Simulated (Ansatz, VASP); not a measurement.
Te: VASP beside Ansatz

```
Te
1.0
     4.33481    0.00000    0.00000
    -2.16740    3.75405    0.00000
     0.00000    0.00000    8.79007
Te
4
Direct
  0.00000 0.00000 0.83964
  0.00000 0.00000 0.16036
  0.33333 0.66667 0.60828
  0.66667 0.33333 0.39172
```

Alike in both runs: functional PBE; k mesh 12 × 12 × 6; occupations gaussian, width 0.1 eV; no spin polarisation.

Ansatz relaxed the structure, and its values are those at the end. VASP's run is a single point on that final structure, the one shown.

```csv
,VASP,Ansatz
version,VASP 6.6.1,Ansatz 0.2.0
potentials or method,"VASP PAW PBE potentials, release 64 (Te), cutoff 520 eV","scalar-relativistic, plane waves, PAW"
valence electrons in the cell,24,64
```

```csv
,VASP,Ansatz,Ansatz less VASP
gap on the k mesh at the Fermi level (eV),none,none,-
pressure (GPa),0.0,0.0,+0.02
```

A gap of «none» marks a metal or a gap that the smearing closes. VASP's potentials hold 24 valence electrons a cell and Ansatz's 64, so a difference there can come from the potentials and not from the codes.

Spin-orbit coupling is off throughout.
